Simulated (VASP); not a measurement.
# H5CCl in VASP: notebook

The runs below take H5CCl through single point, with PBE+D3(BJ).

Everything below comes from runs of VASP 6.6.1. Logs are shortened: lines on timing, memory, paths and dates and some standing lists are left out, and cuts for length are marked.

### Step 1. The cell of the first run

The cell holds an amorphous packing of atoms, 35 atoms: a = 8.559 Å, b = 8.559 Å, c = 8.559 Å, α = 90.00°, β = 90.00°, γ = 90.00°.

### Step 2. Single point, PBE+D3(BJ)

INCAR

```
  ALGO = Normal
  EDIFF = 1E-6
  ENCUT = 520
  GGA = PE
  ISIF = 2
  ISMEAR = -1
  IVDW = 12
  LASPH = True
  LCHARG = False
  LREAL = Auto
  LWAVE = False
  NBANDS = 63
  NELM = 60
  PREC = Accurate
  SIGMA = 0.05
```

KPOINTS

```
k-points
0
Gamma
  1 1 1
```

POSCAR

```
H5CCl
1.0
    8.5589900000      0.0000000000      0.0000000000
    0.0000000000      8.5589900000      0.0000000000
    0.0000000000      0.0000000000      8.5589900000
C H Cl
5 25 5
Direct
    0.4907143228      0.0166335816      0.2963326556
    0.2676254131      0.5303699215      0.0959023344
    0.8278239699      0.8217305707      0.9160202305
    1.0484894292      0.0895783884      0.2110312123
    0.7282735733      0.2815667706      0.5604200862
    0.5668219450     -0.0579162887      0.3671845638
    0.3936333023     -0.0526178787      0.2499525517
    0.5580169354      0.0663835008      0.1995380305
    0.4450648390      0.1116967423      0.3689094023
    0.3172840060      0.6091640580      0.1837297388
    0.2621080428      0.4124308792      0.1458493796
    0.3433614172      0.5306715223     -0.0073925875
    0.1502126253      0.5714654238      0.0651061271
    0.9536687938      0.8422335847      0.9042118752
    0.7686810417      0.8602519872      0.8091649417
    0.7834676587      0.8879878410      1.0161410616
    0.8062421729      0.6969917544      0.9345469603
    1.0836080801      0.0683287492      0.0897977903
    0.9224181553      0.1103448949      0.2150385033
    1.1098700169      0.1924431672      0.2563170258
    1.0776709359     -0.0125930976      0.2822462989
    0.8209560296      0.2478725087      0.4787672741
    0.6613135229      0.1775590719      0.5932946894
    0.6508306594      0.3664783165      0.5038213485
    0.7800575946      0.3340123524      0.6649894839
    0.1590558063      0.3417039089      0.9053412973
    0.8419548472      0.4871980591      0.2346151543
    0.3072048796      0.0911719596      0.7928866887
    0.3423326281      0.7873526258      0.6661120203
    1.0816936067      0.6612794205      0.4796413775
    0.1220547732      0.2692235053      0.7774024281
    0.7661418344      0.4171240453      0.1231576513
    0.4186344714     -0.0122923086      0.8137955951
    0.3253284397      0.6527605367      0.5938477784
    0.9426197303      0.6807813251      0.4183342308
```

Potentials or basis: VASP PAW PBE potentials, release 64 (C, H, Cl).

Started as:

```sh
> cat potpaw_PBE.64/C/POTCAR potpaw_PBE.64/H/POTCAR potpaw_PBE.64/Cl/POTCAR > POTCAR
> mpirun -np 1 vasp_gam > vasp.out
```

OUTCAR:

```text
EDIFF = 1E-6
   ENCUT = 520
   GGA = PE
   ISIF = 2
   ISMEAR = -1
   IVDW = 12
   LASPH = True
   LREAL = Auto
   NELM = 60
   PREC = Accurate
 IVDW          = 12

 ion  position               nearest neighbor table
   1  0.491  0.017  0.296-   6 1.10   7 1.10   8 1.10   9 1.10
   2  0.268  0.530  0.096-  10 1.10  12 1.10  13 1.10  11 1.10
   3  0.828  0.822  0.916-  17 1.10  16 1.10  14 1.10  15 1.10
   4  0.048  0.090  0.211-  19 1.09  21 1.09  18 1.10  20 1.10
   5  0.728  0.282  0.560-  25 1.09  23 1.10  22 1.10  24 1.10
   6  0.567  0.942  0.367-   1 1.10
   7  0.394  0.947  0.250-   1 1.10
   8  0.558  0.066  0.200-   1 1.10
   9  0.445  0.112  0.369-   1 1.10
  10  0.317  0.609  0.184-   2 1.10
  11  0.262  0.412  0.146-   2 1.10
[... 22 lines left out ...]
  34  0.325  0.653  0.594-  29 1.32
  35  0.943  0.681  0.418-  30 1.31

  LATTYP: Found a simple cubic cell.
 ALAT       =     8.5589900000

  Lattice vectors:

 A1 = (   8.5589900000,   0.0000000000,   0.0000000000)
 A2 = (   0.0000000000,   8.5589900000,   0.0000000000)
 A3 = (   0.0000000000,   0.0000000000,   8.5589900000)

Analysis of symmetry for initial positions (statically):
=====================================================================
 Subroutine PRICEL returns:
 Original cell was already a primitive cell.

 Routine SETGRP: Setting up the symmetry group for a
 simple cubic supercell.

 Subroutine GETGRP returns: Found  1 space group operations
 (whereof  1 operations were pure point group operations)
 out of a pool of 48 trial point group operations.

The static configuration has the point symmetry C_1 .

Analysis of symmetry for dynamics (positions and initial velocities):
=====================================================================
 Subroutine PRICEL returns:
 Original cell was already a primitive cell.

 Routine SETGRP: Setting up the symmetry group for a
 simple cubic supercell.

 Subroutine GETGRP returns: Found  1 space group operations
 (whereof  1 operations were pure point group operations)
 out of a pool of 48 trial point group operations.

The dynamic configuration has the point symmetry C_1 .

 Subroutine INISYM returns: Found  1 space group operations
 (whereof  1 operations are pure point group operations),
 and found     1 'primitive' translations

----------------------------------------------------------------------------------------

                                     Primitive cell

  volume of cell :     627.0000

  direct lattice vectors                    reciprocal lattice vectors
     8.558990000  0.000000000  0.000000000     0.116836215  0.000000000  0.000000000
     0.000000000  8.558990000  0.000000000     0.000000000  0.116836215  0.000000000
     0.000000000  0.000000000  8.558990000     0.000000000  0.000000000  0.116836215

  length of vectors
     8.558990000  8.558990000  8.558990000     0.116836215  0.116836215  0.116836215

  position of ions in fractional coordinates (direct lattice)
     0.490714323  0.016633582  0.296332656
     0.267625413  0.530369921  0.095902334
     0.827823970  0.821730571  0.916020231
     0.048489429  0.089578388  0.211031212
     0.728273573  0.281566771  0.560420086
     0.566821945  0.942083711  0.367184564
[... 27 lines left out ...]
     0.325328440  0.652760537  0.593847778
     0.942619730  0.680781325  0.418334231

  ion indices of the primitive-cell ions
   primitive index   ion index
                 1           1
                 2           2
                 3           3
                 4           4
                 5           5
                 6           6
[... 27 lines left out ...]
                34          34
                35          35

----------------------------------------------------------------------------------------

 KPOINTS: k-points

Automatic generation of k-mesh.
 Grid dimensions read from file:
 generate k-points for:    1    1    1

 Generating k-lattice:

  Cartesian coordinates                     Fractional coordinates (reciprocal lattice)
     0.116836215  0.000000000  0.000000000     1.000000000  0.000000000  0.000000000
     0.000000000  0.116836215  0.000000000     0.000000000  1.000000000  0.000000000
     0.000000000  0.000000000  0.116836215     0.000000000  0.000000000  1.000000000

  Length of vectors
     0.116836215  0.116836215  0.116836215

  Shift w.r.t. Gamma in fractional coordinates (k-lattice)
     0.000000000  0.000000000  0.000000000

 Subroutine IBZKPT returns following result:
 ===========================================

 Found      1 irreducible k-points:

 Following reciprocal coordinates:
            Coordinates               Weight
  0.000000  0.000000  0.000000      1.000000
   k-points           NKPTS =      1   k-points in BZ     NKDIM =      1   number of bands    NBANDS=     63
   number of dos      NEDOS =    301   number of ions     NIONS =     35
   total plane-waves  NPLWV = 262144
   dimension x,y,z NGX =    64 NGY =   64 NGZ =   64
   dimension x,y,z NGXF=   128 NGYF=  128 NGZF=  128
   ions per type =               5  25   5
   NGX,Y,Z   is equivalent  to a cutoff of  12.43, 12.43, 12.43 a.u.
   NGXF,Y,Z  is equivalent  to a cutoff of  24.86, 24.86, 24.86 a.u.
 SYSTEM =  unknown system
   PREC   = accura    normal or accurate (medium, high low for compatibility)
   ISTART =      0    job   : 0-new  1-cont  2-samecut
   ICHARG =      2    charge: 1-file 2-atom 10-const
   ISPIN  =      1    spin polarized calculation?
   LNONCOLLINEAR =      F non collinear calculations
   LSORBIT =      F    spin-orbit coupling
   LASPH  =      T    aspherical Exc in radial PAW
   ENCUT  =  520.0 eV  38.22 Ry    6.18 a.u.  15.91 15.91 15.91*2*pi/ulx,y,z
   NELM   =     60;   NELMIN=  2; NELMDL= -5     # of ELM steps
   EDIFF  = 0.1E-05   stopping-criterion for ELM
   LREAL  =      T    real-space projection
   EDIFFG = 0.1E-04   stopping-criterion for IOM
   NSW    =      0    number of steps for IOM
   IBRION =     -1    ionic relax: 0-MD 1-quasi-New 2-CG
   NFREE  =      0    steps in history (QN), initial steepest desc. (CG)
   ISIF   =      2    stress and relaxation
   ISYM   =      2    0-nonsym 1-usesym 2-fastsym
   POTIM  = 0.5000    time-step for ionic-motion
   TEBEG  =    0.0;   TEEND  =   0.0 temperature during run
   PSTRESS=    0.0 pullay stress
   NELECT =      80.0000    total number of electrons
   NUPDOWN=      -1.0000    fix difference up-down
   EMIN   =  10.00;   EMAX   =-10.00  energy-range for DOS
   EFERMI =   0.00;   METHOD = LEGACY
   ISMEAR =    -1;   SIGMA  =   0.05  broadening in eV -4-tet -1-fermi 0-gaus
   EFERMI_NEDOS =   21; number of points for ismear=-14 and -15
   IALGO  =     38    algorithm
   IMIX   =      4    mixing-type and parameters
     AMIX     =   0.40;   BMIX     =  1.00
     AMIX_MAG =   1.60;   BMIX_MAG =  1.00
  volume/ion in A,a.u.               =      17.91       120.89
  Fermi-wavevector in a.u.,A,eV,Ry     =   0.824168  1.557451  9.241792  0.679253
  Thomas-Fermi vector in A             =   1.935805
   LORBIT       =      0    0 simple, 1 ext, 2 COOP (PROOUT), +10 PAW based schemes
   GGA     = PE    functional components
   LHFCALC =     F    Hartree Fock is set to
   AEXX    =    0.0000 exact exchange contribution
   IVDW    =    12    specifies the selected vdW correction
   LEPSILON=     F    determine dielectric tensor
   LRPA    =     F    only Hartree local field effects (RPA)
 non-spin polarized calculation
  energy-cutoff  :      520.00
  volume of cell :      627.00
 maximum number of plane-waves:      8440
 NGX is ok and might be reduce to    64
   NGX = 31   NGY = 31   NGZ = 31

 number of electron      80.0000004 magnetization

 Free energy of the ion-electron system (eV)
  ---------------------------------------------------
  ext. energy  EPLUGINS =         0.00000000
  ---------------------------------------------------
  free energy    TOTEN  =      -151.28390740 eV

  energy without entropy =     -151.28390740  energy(sigma->0) =     -151.28390740

 E-fermi :  -3.8237     XC(G=0):  -5.4858

 val. band max:       -5.0848561623   @ k =   0.0000   0.0000   0.0000
 cond. band min:       0.7262685868   @ k =   0.0000   0.0000   0.0000
 fundamental gap:      5.8111247491
 Fermi energy:        -3.8237396294

 k-point     1 :       0.0000    0.0000    0.0000
  band No.  band energies     occupation
      1     -19.1727      2.00000
      2     -18.8387      2.00000
      3     -18.6392      2.00000
      4     -18.4681      2.00000
      5     -18.2396      2.00000
      6     -14.7704      2.00000
[... 44 lines left out ...]
     51       3.5638      0.00000
     52       3.6515      0.00000
 [bands above 52 left out]

------------------------ aborting loop because EDIFF is reached ----------------------------------------

 Edisp (eV)   -1.09591

 E8    (eV) :    -0.2621

  FORCE on cell =-STRESS in cart. coord.  units (eV):
  Direction    XX          YY          ZZ          XY          YZ          ZX
  --------------------------------------------------------------------------------------
  -------------------------------------------------------------------------------------
  Total      -1.28675    -1.12088    -1.26221    -0.07406    -0.46149    -0.18513
  in kB      -3.28804    -2.86420    -3.22532    -0.18924    -1.17925    -0.47306
  external pressure =       -3.13 kB  Pullay stress =        0.00 kB

 VOLUME and BASIS-vectors are now :
 -----------------------------------------------------------------------------
  energy-cutoff  :      520.00
  volume of cell :      627.00
      direct lattice vectors                 reciprocal lattice vectors
     8.558990000  0.000000000  0.000000000     0.116836215  0.000000000  0.000000000
     0.000000000  8.558990000  0.000000000     0.000000000  0.116836215  0.000000000
     0.000000000  0.000000000  8.558990000     0.000000000  0.000000000  0.116836215

 POSITION                                       TOTAL-FORCE (eV/Angst)
 -----------------------------------------------------------------------------------
      4.20002      0.14237      2.53631         0.006119      0.014226     -0.003282
      2.29060      4.53943      0.82083        -0.011176      0.012627     -0.018851
      7.08534      7.03318      7.84021        -0.002410      0.007800     -0.026819
      0.41502      0.76670      1.80621         0.007130     -0.012272      0.010161
      6.23329      2.40993      4.79663        -0.020980      0.006668      0.010160
      4.85142      8.06329      3.14273         0.017214     -0.017078      0.017803
[... 27 lines left out ...]
      2.78448      5.58697      5.08274         0.007683      0.093527      0.049625
      8.06787      5.82680      3.58052         0.160641     -0.020858      0.081709
 -----------------------------------------------------------------------------------
    total drift:                                0.003658      0.000380      0.001776

  FREE ENERGIE OF THE ION-ELECTRON SYSTEM (eV)
  ---------------------------------------------------
  free  energy   TOTEN  =      -152.3798175741 eV

  energy  without entropy=     -152.3798175740  energy(sigma->0) =     -152.37981757
```

Wall time 2 min (1 thread of AMD EPYC 7R13, shared host); peak memory 0.49 GiB.

What came out:

```yaml
Free_energy: -152.3798 eV
Pressure: -0.3 GPa
Largest_force: 0.191 eV/Å
Band_gap_on_the_k_mesh: 5.81 eV
Dispersion_energy_per_atom: -0.031 eV
```

Forces on the atoms (eV/Å):
```
C    0.006  0.014 -0.003
C   -0.011  0.013 -0.019
C   -0.002  0.008 -0.027
C    0.007 -0.012  0.010
C   -0.021  0.007  0.010
H    0.017 -0.017  0.018
H   -0.005 -0.011 -0.009
H    0.008  0.005 -0.015
H   -0.005 -0.007  0.007
H    0.014  0.009 -0.001
H   -0.010 -0.021  0.005
H    0.008  0.013 -0.004
H    0.001 -0.008 -0.002
H    0.017  0.001  0.003
H    0.007  0.008 -0.006
H   -0.006  0.014  0.005
H   -0.001 -0.007 -0.006
H    0.013 -0.006 -0.001
H   -0.009  0.008 -0.001
H    0.010  0.006  0.009
H    0.003 -0.011  0.003
H    0.005  0.002 -0.008
H   -0.011  0.001  0.013
H    0.004 -0.018  0.002
H    0.004  0.009  0.010
H   -0.022 -0.053 -0.124
H   -0.063 -0.047 -0.093
H    0.066 -0.077  0.023
H   -0.014 -0.127 -0.068
H   -0.176  0.033 -0.067
Cl  -0.004  0.088  0.114
Cl   0.066  0.052  0.093
Cl  -0.064  0.059 -0.003
Cl   0.008  0.094  0.050
Cl   0.161 -0.021  0.082
```

Levels at points of the mesh, in eV from the valence-band top:
| k point | band 37 | band 38 | band 39 | band 40 | band 41 | band 42 | band 43 | band 44 |
| --- | --- | --- | --- | --- | --- | --- | --- | --- |
| (0.00, 0.00, 0.00) | -0.40 | -0.29 | -0.07 | 0.00 | 5.81 | 6.87 | 7.31 | 7.32 |

Caveat: the k points lie up to 0.73 Å⁻¹ apart.

[end of part 1 of 3]
